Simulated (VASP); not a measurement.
A run of VASP 6.6.1 is set up as follows.

The input INCAR:

```
SYSTEM = Al6H
  PREC = Accurate
  ENCUT = 520
  EDIFF = 1E-6
  ISMEAR = 0
  SIGMA = 0.1
  LREAL = .FALSE.
  LASPH = .TRUE.
  NELM = 80
  ALGO = Normal
  ISIF = 2
  LWAVE = .FALSE.
  LCHARG = .TRUE.
  LDIPOL = .TRUE.
  IDIPOL = 3
  DIPOL = 0.5 0.5 0.304
  GGA = PE
  LELF = .TRUE.
  LVHAR = .TRUE.
  LVACPOTAV = .TRUE.
  NBANDS = 32
```

File KPOINTS:

```
Automatic mesh
0
G
  6 6 1
  0 0 0
```

File POSCAR:

```
Al6H
1.0
    5.7143028096      0.0000000000      0.0000000000
   -2.8571514048      4.9487313980      0.0000000000
    0.0000000000      0.0000000000     22.6016424997
Al H
12 2
Direct
    0.3333333333      0.1666666667      0.1769782882
    0.3333333333      0.6666666667      0.1769782882
    0.8333333333      0.1666666667      0.1769782882
    0.8333333333      0.6666666667      0.1769782882
    0.1666666667      0.3333333333      0.2787817902
    0.1666666667      0.8333333333      0.2787817902
    0.6666666667      0.3333333333      0.2787817902
    0.6666666667      0.8333333333      0.2787817902
    0.0000000000      0.0000000000      0.3805759913
    0.0000000000      0.5000000000      0.3805759913
    0.5000000000      0.0000000000      0.3805759913
    0.5000000000      0.5000000000      0.3805759913
    0.1014590270      0.1666666667      0.4571191010
    0.5652076396      0.1666666667      0.4571191010
```

Potentials or basis: VASP PAW PBE potentials, release 64 (Al, H).

Launch:

```console
$ cat potpaw_PBE.64/Al/POTCAR potpaw_PBE.64/H/POTCAR > POTCAR
$ mpirun -np 1 vasp_std > vasp.out
```

Task: Estimate the largest force.

Result: 1.476 eV/Å.

Task: Estimate the band gap on the k mesh.

Result: Zero (bands 19 and 20 overlap by 0.75 eV).

Forces in eV/Å, atoms in the order of the input:
```
Al   0.000 -0.014 -0.102
Al  -0.004  0.011 -0.179
Al   0.000 -0.008 -0.107
Al   0.004  0.011 -0.179
Al  -0.011  0.234  0.185
Al   0.000 -0.184 -0.024
Al   0.011  0.234  0.185
Al   0.000 -0.174 -0.067
Al  -0.004  0.314  1.442
Al   0.000  0.149  0.008
Al   0.004  0.314  1.442
Al   0.000  0.119  0.124
H   -0.079 -0.503 -1.364
H    0.079 -0.503 -1.364
```
